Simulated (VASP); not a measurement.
# SnO (Pmn2_1) in VASP: notebook

Runs on SnO. Level: LDA. Tasks: single point.

All numbers are computed with VASP 6.6.1; they aren't measurements. Logs are shortened: lines on timing, memory, paths and dates and some standing lists are left out, and cuts for length are marked.

**1. The cell of the first run**

The structure is orthorhombic, space group Pmn2_1 (No. 31). Conventional cell: a = 3.450 Å, b = 5.834 Å, c = 3.994 Å, α = 90.00°, β = 90.00°, γ = 90.00°. Sn (site symmetry m) has 3 O at 2.17 to 2.18 Å within 2.9 Å. O (site symmetry m) has 3 Sn at 2.17 to 2.18 Å and 4 O at 2.93 Å within 3.0 Å.

**2. Single point, LDA**

INCAR reads:

```
SYSTEM = SnO
ALGO = Normal
EDIFF = 1E-6
ENCUT = 520
ISIF = 2
ISMEAR = 0
LASPH = .True.
LCHARG = .False.
LREAL = .False.
LWAVE = .False.
NBANDS = 28
NELM = 100
PREC = Accurate
SIGMA = 0.05
```

KPOINTS reads:

```
k-points
0
Gamma
  10 6 8
  0 0 0
```

POSCAR reads:

```
SnO
1.0
    3.4495615306      0.0000000000      0.0000000000
    0.0000000000      5.8340213737      0.0000000000
    0.0000000000      0.0000000000      3.9936839652
Sn O
2 2
Direct
    0.0000000000      0.2319090000      0.5131440000
    0.5000000000      0.7680910000      0.0131440000
    0.0000000000      0.8912500000      0.7368570000
    0.5000000000      0.1087500000      0.2368570000
```

Potentials or basis: VASP PAW LDA potentials, release 64 (Sn_d, O).

On the command line:

```console
$ cat potpaw_LDA.64/Sn_d/POTCAR potpaw_LDA.64/O/POTCAR > POTCAR
$ mpirun -np 1 vasp_std > vasp.out
```

OUTCAR:

```text
SYSTEM = SnO
   EDIFF = 1E-6
   ENCUT = 520
   ISIF = 2
   ISMEAR = 0
   LASPH = .True.
   LREAL = .False.
   NELM = 100
   PREC = Accurate

 ion  position               nearest neighbor table
   1  0.000  0.232  0.513-   4 2.17   4 2.17   3 2.18
   2  0.500  0.768  0.013-   3 2.17   3 2.17   4 2.18
   3  0.000  0.891  0.737-   2 2.17   2 2.17   1 2.18
   4  0.500  0.109  0.237-   1 2.17   1 2.17   2 2.18

  LATTYP: Found a simple orthorhombic cell.
 ALAT       =     3.4495615306
 B/A-ratio  =     1.1577366949
 C/A-ratio  =     1.6912356315

  Lattice vectors:

 A1 = (  -3.4495615306,   0.0000000000,   0.0000000000)
 A2 = (   0.0000000000,   0.0000000000,   3.9936839652)
 A3 = (   0.0000000000,   5.8340213737,   0.0000000000)

Analysis of symmetry for initial positions (statically):
=====================================================================
 Subroutine PRICEL returns:
 Original cell was already a primitive cell.

 Routine SETGRP: Setting up the symmetry group for a
 simple orthorhombic supercell.

 Subroutine GETGRP returns: Found  4 space group operations
 (whereof  2 operations were pure point group operations)
 out of a pool of  8 trial point group operations.

The static configuration has the point symmetry C_1h.
 The point group associated with its full space group is C_2v.

Analysis of symmetry for dynamics (positions and initial velocities):
=====================================================================
 Subroutine PRICEL returns:
 Original cell was already a primitive cell.

 Routine SETGRP: Setting up the symmetry group for a
 simple orthorhombic supercell.

 Subroutine GETGRP returns: Found  4 space group operations
 (whereof  2 operations were pure point group operations)
 out of a pool of  8 trial point group operations.

The dynamic configuration has the point symmetry C_1h.
 The point group associated with its full space group is C_2v.

 Subroutine INISYM returns: Found  4 space group operations
 (whereof  2 operations are pure point group operations),
 and found     1 'primitive' translations

----------------------------------------------------------------------------------------

                                     Primitive cell

  volume of cell :      80.3722

  direct lattice vectors                    reciprocal lattice vectors
     3.449561531  0.000000000  0.000000000     0.289891916  0.000000000  0.000000000
     0.000000000  5.834021374  0.000000000     0.000000000  0.171408354  0.000000000
     0.000000000  0.000000000  3.993683965     0.000000000  0.000000000  0.250395376

  length of vectors
     3.449561531  5.834021374  3.993683965     0.289891916  0.171408354  0.250395376

  position of ions in fractional coordinates (direct lattice)
     0.000000000  0.231909000  0.513144000
     0.500000000  0.768091000  0.013144000
     0.000000000  0.891250000  0.736857000
     0.500000000  0.108750000  0.236857000

  ion indices of the primitive-cell ions
   primitive index   ion index
                 1           1
                 2           2
                 3           3
                 4           4

----------------------------------------------------------------------------------------

 KPOINTS: k-points

Automatic generation of k-mesh.
 Grid dimensions read from file:
 generate k-points for:   10    6    8

 Generating k-lattice:

  Cartesian coordinates                     Fractional coordinates (reciprocal lattice)
     0.028989192  0.000000000  0.000000000     0.100000000  0.000000000  0.000000000
     0.000000000  0.028568059  0.000000000     0.000000000  0.166666667  0.000000000
     0.000000000  0.000000000  0.031299422     0.000000000  0.000000000  0.125000000

  Length of vectors
     0.028989192  0.028568059  0.031299422

  Shift w.r.t. Gamma in fractional coordinates (k-lattice)
     0.000000000  0.000000000  0.000000000

 Subroutine IBZKPT returns following result:
 ===========================================

 Found    120 irreducible k-points:

 Following reciprocal coordinates:
            Coordinates               Weight
  0.000000  0.000000  0.000000      1.000000
  0.100000  0.000000  0.000000      2.000000
  0.200000  0.000000  0.000000      2.000000
  0.300000  0.000000  0.000000      2.000000
  0.400000  0.000000  0.000000      2.000000
  0.500000  0.000000  0.000000      1.000000
[... 16 lines left out ...]
  0.400000  0.500000  0.000000      2.000000
  0.500000  0.500000  0.000000      1.000000
 [... further k-points ...]
   k-points           NKPTS =    120   k-points in BZ     NKDIM =    120   number of bands    NBANDS=     28
   number of dos      NEDOS =    301   number of ions     NIONS =      4
   total plane-waves  NPLWV =  40320
   dimension x,y,z NGX =    28 NGY =   48 NGZ =   30
   dimension x,y,z NGXF=    56 NGYF=   96 NGZF=   60
   ions per type =               2   2
   NGX,Y,Z   is equivalent  to a cutoff of  13.49, 13.68, 12.49 a.u.
   NGXF,Y,Z  is equivalent  to a cutoff of  26.99, 27.36, 24.98 a.u.
 SYSTEM =  SnO
   PREC   = accura    normal or accurate (medium, high low for compatibility)
   ISTART =      0    job   : 0-new  1-cont  2-samecut
   ICHARG =      2    charge: 1-file 2-atom 10-const
   ISPIN  =      1    spin polarized calculation?
   LNONCOLLINEAR =      F non collinear calculations
   LSORBIT =      F    spin-orbit coupling
   LASPH  =      T    aspherical Exc in radial PAW
   ENCUT  =  520.0 eV  38.22 Ry    6.18 a.u.   6.41 10.85  7.43*2*pi/ulx,y,z
   NELM   =    100;   NELMIN=  2; NELMDL= -5     # of ELM steps
   EDIFF  = 0.1E-05   stopping-criterion for ELM
   LREAL  =      F    real-space projection
   EDIFFG = 0.1E-04   stopping-criterion for IOM
   NSW    =      0    number of steps for IOM
   IBRION =     -1    ionic relax: 0-MD 1-quasi-New 2-CG
   NFREE  =      0    steps in history (QN), initial steepest desc. (CG)
   ISIF   =      2    stress and relaxation
   ISYM   =      2    0-nonsym 1-usesym 2-fastsym
   POTIM  = 0.5000    time-step for ionic-motion
   TEBEG  =    0.0;   TEEND  =   0.0 temperature during run
   PSTRESS=    0.0 pullay stress
   NELECT =      40.0000    total number of electrons
   NUPDOWN=      -1.0000    fix difference up-down
   EMIN   =  10.00;   EMAX   =-10.00  energy-range for DOS
   EFERMI =   0.00;   METHOD = LEGACY
   ISMEAR =     0;   SIGMA  =   0.05  broadening in eV -4-tet -1-fermi 0-gaus
   EFERMI_NEDOS =   21; number of points for ismear=-14 and -15
   IALGO  =     38    algorithm
   IMIX   =      4    mixing-type and parameters
     AMIX     =   0.40;   BMIX     =  1.00
     AMIX_MAG =   1.60;   BMIX_MAG =  1.00
  volume/ion in A,a.u.               =      20.09       135.59
  Fermi-wavevector in a.u.,A,eV,Ry     =   1.297357  2.451650 22.900458  1.683136
  Thomas-Fermi vector in A             =   2.428755
   LORBIT       =      0    0 simple, 1 ext, 2 COOP (PROOUT), +10 PAW based schemes
   GGA     = CA    functional components
   LHFCALC =     F    Hartree Fock is set to
   AEXX    =    0.0000 exact exchange contribution
   IVDW    =     0    specifies the selected vdW correction
   LEPSILON=     F    determine dielectric tensor
   LRPA    =     F    only Hartree local field effects (RPA)
 non-spin polarized calculation
 Gauss-broadening in eV      SIGMA  =   0.05
  energy-cutoff  :      520.00
  volume of cell :       80.37
 maximum number of plane-waves:      2188
 NGX is ok and might be reduce to    28
   NGX = 13   NGY = 21   NGZ = 15

 number of electron      39.9999995 magnetization

 Free energy of the ion-electron system (eV)
  ---------------------------------------------------
  ext. energy  EPLUGINS =         0.00000000
  ---------------------------------------------------
  free energy    TOTEN  =       -25.13039878 eV

  energy without entropy =      -25.13039878  energy(sigma->0) =      -25.13039878

 E-fermi :   4.8770     XC(G=0):  -9.9860

 val. band max:        4.6089002603   @ k =   0.0000   0.0000   0.0000
 cond. band min:       5.9761126024   @ k =   0.4000   0.5000   0.0000
 fundamental gap:      1.3672123420
 Fermi energy:         4.8770250843

 k-point     1 :       0.0000    0.0000    0.0000
  band No.  band energies     occupation
      1     -16.4851      2.00000
      2     -16.2245      2.00000
      3     -16.1572      2.00000
      4     -16.1316      2.00000
      5     -16.1091      2.00000
      6     -16.0836      2.00000
[... 20 lines left out ...]
     27      13.1881      0.00000
     28      14.2135      0.00000

 k-point     2 :       0.1000    0.0000    0.0000
  band No.  band energies     occupation
      1     -16.4808      2.00000
      2     -16.2195      2.00000
      3     -16.1533      2.00000
      4     -16.1476      2.00000
      5     -16.1127      2.00000
      6     -16.0835      2.00000
[... 20 lines left out ...]
     27      13.2097      0.00000
     28      14.3012      0.00000

 k-point     3 :       0.2000    0.0000    0.0000
  band No.  band energies     occupation
      1     -16.4734      2.00000
      2     -16.2492      2.00000
      3     -16.1505      2.00000
      4     -16.1422      2.00000
      5     -16.1184      2.00000
      6     -16.0854      2.00000
[... 20 lines left out ...]
     27      13.1023      0.00000
     28      14.3061      0.00000

 k-point     4 :       0.3000    0.0000    0.0000
  band No.  band energies     occupation
      1     -16.4699      2.00000
      2     -16.3250      2.00000
      3     -16.1278      2.00000
      4     -16.1227      2.00000
      5     -16.1178      2.00000
      6     -16.0907      2.00000
[... 578 lines left out ...]
     27      13.2201      0.00000
     28      14.2239      0.00000

 k-point    23 :       0.4000    0.5000    0.0000
  band No.  band energies     occupation
      1     -16.4691      2.00000
      2     -16.4002      2.00000
      3     -16.1126      2.00000
      4     -16.1068      2.00000
      5     -16.1058      2.00000
      6     -16.0979      2.00000
[... 20 lines left out ...]
     27      12.7373      0.00000
     28      13.8775      0.00000

 k-point    24 :       0.5000    0.5000    0.0000
  band No.  band energies     occupation
      1     -16.4483      2.00000
      2     -16.4483      2.00000
      3     -16.1068      2.00000
      4     -16.1068      2.00000
      5     -16.0998      2.00000
      6     -16.0998      2.00000
[... 20 lines left out ...]
     27      13.2455      0.00000
     28      13.2455      0.00000

 [... further k-points ...]

------------------------ aborting loop because EDIFF is reached ----------------------------------------

  FORCE on cell =-STRESS in cart. coord.  units (eV):
  Direction    XX          YY          ZZ          XY          YZ          ZX
  --------------------------------------------------------------------------------------
  -------------------------------------------------------------------------------------
  Total       -4.0818358     -3.3710989     -2.2910084      0.0000000      0.0000000      0.0000000
  in kB      -81.3692865    -67.2011134    -45.6700684      0.0000000      0.0000000      0.0000000
  external PRESSURE =     -64.7468228 kB  Pullay stress =       0.0000000 kB

 VOLUME and BASIS-vectors are now :
 -----------------------------------------------------------------------------
  energy-cutoff  :      520.00
  volume of cell :       80.37
      direct lattice vectors                 reciprocal lattice vectors
     3.449561531  0.000000000  0.000000000     0.289891916  0.000000000  0.000000000
     0.000000000  5.834021374  0.000000000     0.000000000  0.171408354  0.000000000
     0.000000000  0.000000000  3.993683965     0.000000000  0.000000000  0.250395376

 POSITION                                       TOTAL-FORCE (eV/Angst)
 -----------------------------------------------------------------------------------
      0.00000      1.35296      2.04933         0.000000     -0.892974     -0.094198
      1.72478      4.48106      0.05249         0.000000      0.892974     -0.094198
      0.00000      5.19957      2.94277         0.000000      0.211806      0.094198
      1.72478      0.63445      0.94593         0.000000     -0.211806      0.094198
 -----------------------------------------------------------------------------------
    total drift:                                0.000000      0.000000      0.002518

  FREE ENERGIE OF THE ION-ELECTRON SYSTEM (eV)
  ---------------------------------------------------
  free  energy   TOTEN  =       -25.1303987771 eV

  energy  without entropy=      -25.1303987771  energy(sigma->0) =      -25.13039878
```

Wall time 2.5 min (1 thread of Intel Xeon Platinum 8488C (Sapphire Rapids), shared host); peak memory 0.32 GiB.

Results:

```yaml
Free_energy: -25.1304 eV
Pressure: -6.5 GPa
Largest_force: 0.898 eV/Å
Band_gap_on_the_k_mesh: 1.37 eV (least direct gap 2.23 eV)
```

Forces on the atoms (eV/Å):
```
Sn   0.000 -0.893 -0.094
Sn   0.000  0.893 -0.094
O    0.000  0.212  0.094
O    0.000 -0.212  0.094
```

Stress tensor (GPa, compression positive):
```
-8.14  0.00  0.00
 0.00 -6.72  0.00
 0.00  0.00 -4.57
```

Caveat: the cell stands under tension; spin-orbit coupling is left out, which moves the levels of the heavy elements. A k mesh can miss the band edges.

[end of part 1 of 2]
